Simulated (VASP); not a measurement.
# TaN (Pm-3m) in VASP: a series of runs

Runs on TaN. Level: PBE. Tasks: single point.

All numbers are computed with VASP 6.6.1; they aren't measurements. Logs are shortened: lines on timing, memory, paths and dates and some standing lists are left out, and cuts for length are marked.

### Step 1. The cell of the first run

It takes space group Pm-3m (No. 221, cubic). The conventional cell has a = 2.732 Å, b = 2.732 Å, c = 2.732 Å, α = 90.00°, β = 90.00°, γ = 90.00°. Ta (site symmetry m-3m) has 8 N at 2.37 Å and 6 Ta at 2.73 Å within 3.1 Å. N (site symmetry m-3m) has 8 Ta at 2.37 Å and 6 N at 2.73 Å within 3.1 Å.

### Step 2. Single point, PBE

The input, INCAR:

```
SYSTEM = TaN
PREC = Accurate ; ENCUT = 520
EDIFF = 1E-6 ; ISMEAR = -1
SIGMA = 0.05 ; LREAL = .FALSE.
LASPH = .TRUE. ; NELM = 80
ALGO = Normal ; ISIF = 2
LWAVE = .FALSE. ; LCHARG = .TRUE.
GGA = PE ; LELF = .TRUE.
LVHAR = .TRUE. ; NBANDS = 15
```

The input, KPOINTS:

```
regular mesh
0
G
  10 10 10
  0 0 0
```

The input, POSCAR:

```
TaN
1.0
    2.7323076900      0.0000000000      0.0000000000
    0.0000000000      2.7323076900      0.0000000000
    0.0000000000      0.0000000000      2.7323076900
Ta N
1 1
Direct
    0.0000000000      0.0000000000      0.0000000000
    0.5000000000      0.5000000000      0.5000000000
```

Potentials or basis: VASP PAW PBE potentials, release 64 (Ta_pv, N).

Launch:

```sh
$ cat potpaw_PBE.64/Ta_pv/POTCAR potpaw_PBE.64/N/POTCAR > POTCAR
$ mpirun -np 1 vasp_std > vasp.out
```

OUTCAR:

```text
SYSTEM = TaN
   PREC = Accurate
   ENCUT = 520
   EDIFF = 1E-6
   ISMEAR = -1
   LREAL = .FALSE.
   LASPH = .TRUE.
   NELM = 80
   ISIF = 2
   GGA = PE

 ion  position               nearest neighbor table
   1  0.000  0.000  0.000-   2 2.37   2 2.37   2 2.37   2 2.37   2 2.37   2 2.37   2 2.37   2 2.37

   2  0.500  0.500  0.500-   1 2.37   1 2.37   1 2.37   1 2.37   1 2.37   1 2.37   1 2.37   1 2.37

  LATTYP: Found a simple cubic cell.
 ALAT       =     2.7323076900

  Lattice vectors:

 A1 = (   2.7323076900,   0.0000000000,   0.0000000000)
 A2 = (   0.0000000000,   2.7323076900,   0.0000000000)
 A3 = (   0.0000000000,   0.0000000000,   2.7323076900)

Analysis of symmetry for initial positions (statically):
=====================================================================
 Subroutine PRICEL returns:
 Original cell was already a primitive cell.

 Routine SETGRP: Setting up the symmetry group for a
 simple cubic supercell.

 Subroutine GETGRP returns: Found 48 space group operations
 (whereof 48 operations were pure point group operations)
 out of a pool of 48 trial point group operations.

The static configuration has the point symmetry O_h .

Analysis of symmetry for dynamics (positions and initial velocities):
=====================================================================
 Subroutine PRICEL returns:
 Original cell was already a primitive cell.

 Routine SETGRP: Setting up the symmetry group for a
 simple cubic supercell.

 Subroutine GETGRP returns: Found 48 space group operations
 (whereof 48 operations were pure point group operations)
 out of a pool of 48 trial point group operations.

The dynamic configuration has the point symmetry O_h .

 Subroutine INISYM returns: Found 48 space group operations
 (whereof 48 operations are pure point group operations),
 and found     1 'primitive' translations

----------------------------------------------------------------------------------------

                                     Primitive cell

  volume of cell :      20.3981

  direct lattice vectors                    reciprocal lattice vectors
     2.732307690  0.000000000  0.000000000     0.365990991  0.000000000  0.000000000
     0.000000000  2.732307690  0.000000000     0.000000000  0.365990991  0.000000000
     0.000000000  0.000000000  2.732307690     0.000000000  0.000000000  0.365990991

  length of vectors
     2.732307690  2.732307690  2.732307690     0.365990991  0.365990991  0.365990991

  position of ions in fractional coordinates (direct lattice)
     0.000000000  0.000000000  0.000000000
     0.500000000  0.500000000  0.500000000

  ion indices of the primitive-cell ions
   primitive index   ion index
                 1           1
                 2           2

----------------------------------------------------------------------------------------

 KPOINTS: regular mesh

Automatic generation of k-mesh.
 Grid dimensions read from file:
 generate k-points for:   10   10   10

 Generating k-lattice:

  Cartesian coordinates                     Fractional coordinates (reciprocal lattice)
     0.036599099  0.000000000  0.000000000     0.100000000  0.000000000  0.000000000
     0.000000000  0.036599099  0.000000000     0.000000000  0.100000000  0.000000000
     0.000000000  0.000000000  0.036599099     0.000000000  0.000000000  0.100000000

  Length of vectors
     0.036599099  0.036599099  0.036599099

  Shift w.r.t. Gamma in fractional coordinates (k-lattice)
     0.000000000  0.000000000  0.000000000

 Subroutine IBZKPT returns following result:
 ===========================================

 Found     56 irreducible k-points:

 Following reciprocal coordinates:
            Coordinates               Weight
  0.000000  0.000000  0.000000      1.000000
  0.100000  0.000000  0.000000      6.000000
  0.200000  0.000000  0.000000      6.000000
  0.300000  0.000000  0.000000      6.000000
  0.400000  0.000000  0.000000      6.000000
  0.500000  0.000000  0.000000      3.000000
[... 16 lines left out ...]
  0.200000  0.100000  0.100000     24.000000
  0.300000  0.100000  0.100000     24.000000
 [... further k-points ...]
   k-points           NKPTS =     56   k-points in BZ     NKDIM =     56   number of bands    NBANDS=     15
   number of dos      NEDOS =    301   number of ions     NIONS =      2
   total plane-waves  NPLWV =   8000
   dimension x,y,z NGX =    20 NGY =   20 NGZ =   20
   dimension x,y,z NGXF=    40 NGYF=   40 NGZF=   40
   ions per type =               1   1
   NGX,Y,Z   is equivalent  to a cutoff of  12.17, 12.17, 12.17 a.u.
   NGXF,Y,Z  is equivalent  to a cutoff of  24.34, 24.34, 24.34 a.u.
 SYSTEM =  TaN
   PREC   = accura    normal or accurate (medium, high low for compatibility)
   ISTART =      0    job   : 0-new  1-cont  2-samecut
   ICHARG =      2    charge: 1-file 2-atom 10-const
   ISPIN  =      1    spin polarized calculation?
   LNONCOLLINEAR =      F non collinear calculations
   LSORBIT =      F    spin-orbit coupling
   LASPH  =      T    aspherical Exc in radial PAW
   ENCUT  =  520.0 eV  38.22 Ry    6.18 a.u.   5.08  5.08  5.08*2*pi/ulx,y,z
   NELM   =     80;   NELMIN=  2; NELMDL= -5     # of ELM steps
   EDIFF  = 0.1E-05   stopping-criterion for ELM
   LREAL  =      F    real-space projection
   EDIFFG = 0.1E-04   stopping-criterion for IOM
   NSW    =      0    number of steps for IOM
   IBRION =     -1    ionic relax: 0-MD 1-quasi-New 2-CG
   NFREE  =      0    steps in history (QN), initial steepest desc. (CG)
   ISIF   =      2    stress and relaxation
   ISYM   =      2    0-nonsym 1-usesym 2-fastsym
   POTIM  = 0.5000    time-step for ionic-motion
   TEBEG  =    0.0;   TEEND  =   0.0 temperature during run
   PSTRESS=    0.0 pullay stress
   NELECT =      16.0000    total number of electrons
   NUPDOWN=      -1.0000    fix difference up-down
   EMIN   =  10.00;   EMAX   =-10.00  energy-range for DOS
   EFERMI =   0.00;   METHOD = LEGACY
   ISMEAR =    -1;   SIGMA  =   0.05  broadening in eV -4-tet -1-fermi 0-gaus
   EFERMI_NEDOS =   21; number of points for ismear=-14 and -15
   IALGO  =     38    algorithm
   IMIX   =      4    mixing-type and parameters
     AMIX     =   0.40;   BMIX     =  1.00
     AMIX_MAG =   1.60;   BMIX_MAG =  1.00
  volume/ion in A,a.u.               =      10.20        68.83
  Fermi-wavevector in a.u.,A,eV,Ry     =   1.509797  2.853103 31.014303  2.279487
  Thomas-Fermi vector in A             =   2.620072
   LORBIT       =      0    0 simple, 1 ext, 2 COOP (PROOUT), +10 PAW based schemes
   GGA     = PE    functional components
   LHFCALC =     F    Hartree Fock is set to
   AEXX    =    0.0000 exact exchange contribution
   IVDW    =     0    specifies the selected vdW correction
   LEPSILON=     F    determine dielectric tensor
   LRPA    =     F    only Hartree local field effects (RPA)
 non-spin polarized calculation
  energy-cutoff  :      520.00
  volume of cell :       20.40
 maximum number of plane-waves:       560
   NGX = 11   NGY = 11   NGZ = 11

 number of electron      16.0000010 magnetization

 Free energy of the ion-electron system (eV)
  ---------------------------------------------------
  ext. energy  EPLUGINS =         0.00000000
  ---------------------------------------------------
  free energy    TOTEN  =       -20.87829114 eV

  energy without entropy =      -20.87812650  energy(sigma->0) =      -20.87820882

 E-fermi :   9.5315     XC(G=0): -13.7314

 val. band max:        9.3103023086   @ k =   0.2000   0.2000   0.0000
 cond. band min:       9.7876003016   @ k =   0.3000   0.2000   0.2000
 fundamental gap:      0.4772979930
 Fermi energy:         9.5314859924

 k-point     1 :       0.0000    0.0000    0.0000
  band No.  band energies     occupation
      1     -25.6966      2.00000
      2     -25.6966      2.00000
      3     -25.6966      2.00000
      4      -8.9409      2.00000
      5       4.5975      2.00000
      6       4.5975      2.00000
      7       6.7748      2.00000
      8       6.7748      2.00000
      9       6.7748      2.00000
     10      11.9459      0.00000
     11      13.4719      0.00000
     12      13.4719      0.00000
     13      13.4719      0.00000
     14      22.2971      0.00000
     15      27.2795      0.00000

 k-point     2 :       0.1000    0.0000    0.0000
  band No.  band energies     occupation
      1     -25.8363      2.00000
      2     -25.6843      2.00000
      3     -25.6843      2.00000
      4      -8.7301      2.00000
      5       4.2660      2.00000
      6       4.6973      2.00000
      7       6.5624      2.00000
      8       6.5624      2.00000
      9       6.8670      2.00000
     10      12.6018      0.00000
     11      13.5253      0.00000
     12      13.5848      0.00000
     13      13.5848      0.00000
     14      22.2970      0.00000
     15      25.6346      0.00000

 k-point     3 :       0.2000    0.0000    0.0000
  band No.  band energies     occupation
      1     -26.1882      2.00000
      2     -25.6519      2.00000
      3     -25.6519      2.00000
      4      -8.1528      2.00000
      5       2.9766      2.00000
      6       4.9725      2.00000
      7       6.0373      2.00000
      8       6.0373      2.00000
      9       8.0334      2.00000
     10      13.6683      0.00000
     11      13.8907      0.00000
     12      13.8907      0.00000
     13      13.9267      0.00000
     14      22.2966      0.00000
     15      23.1352      0.00000
[... 343 lines left out ...]
 k-point    23 :       0.2000    0.1000    0.1000
  band No.  band energies     occupation
      1     -26.1578      2.00000
      2     -25.7840      2.00000
      3     -25.7617      2.00000
      4      -7.8496      2.00000
      5       3.1761      2.00000
      6       4.5136      2.00000
      7       5.2018      2.00000
      8       6.7641      2.00000
      9       8.4859      2.00000
     10      12.3938      0.00000
     11      13.6166      0.00000
     12      13.7005      0.00000
     13      15.6367      0.00000
     14      22.2969      0.00000
     15      24.0582      0.00000

 k-point    24 :       0.3000    0.1000    0.1000
  band No.  band energies     occupation
      1     -26.5611      2.00000
      2     -25.7401      2.00000
      3     -25.7193      2.00000
      4      -7.1772      2.00000
      5       1.6513      2.00000
      6       4.4699      2.00000
      7       5.4018      2.00000
      8       6.4053      2.00000
      9      10.3255      0.00000
     10      12.1844      0.00000
     11      13.9249      0.00000
     12      14.2281      0.00000
     13      16.2738      0.00000
     14      22.2360      0.00000
     15      22.2958      0.00000

 [... further k-points ...]
[... 5 lines left out ...]
  --------------------------------------------------------------------------------------
  -------------------------------------------------------------------------------------
  Total        0.8675451      0.8675451      0.8675451      0.0000000     -0.0000000      0.0000000
  in kB       68.1418370     68.1418370     68.1418370      0.0000000     -0.0000000      0.0000000
  external PRESSURE =      68.1418370 kB  Pullay stress =       0.0000000 kB

 VOLUME and BASIS-vectors are now :
 -----------------------------------------------------------------------------
  energy-cutoff  :      520.00
  volume of cell :       20.40
      direct lattice vectors                 reciprocal lattice vectors
     2.732307690  0.000000000  0.000000000     0.365990991  0.000000000  0.000000000
     0.000000000  2.732307690  0.000000000     0.000000000  0.365990991  0.000000000
     0.000000000  0.000000000  2.732307690     0.000000000  0.000000000  0.365990991

 POSITION                                       TOTAL-FORCE (eV/Angst)
 -----------------------------------------------------------------------------------
      0.00000      0.00000      0.00000         0.000000      0.000000      0.000000
      1.36615      1.36615      1.36615         0.000000      0.000000      0.000000
 -----------------------------------------------------------------------------------
    total drift:                               -0.000000      0.000000      0.000000

  FREE ENERGIE OF THE ION-ELECTRON SYSTEM (eV)
  ---------------------------------------------------
  free  energy   TOTEN  =       -20.8782911362 eV

  energy  without entropy=      -20.8781265026  energy(sigma->0) =      -20.87820882
```

Wall time 6.9 s (1 thread of AMD EPYC 9R45 (Zen 5), shared host); peak memory 0.1 GiB.

Results:

```
Free energy            : -20.8783 eV
Pressure               : 6.8 GPa
Band gap on the k mesh : zero (band 8 reaches 15.72 eV, above the bottom of band 9 at 6.77 eV)
```

Caveat: spin-orbit coupling is left out, which moves the levels of the heavy elements.

[end of part 1 of 2]
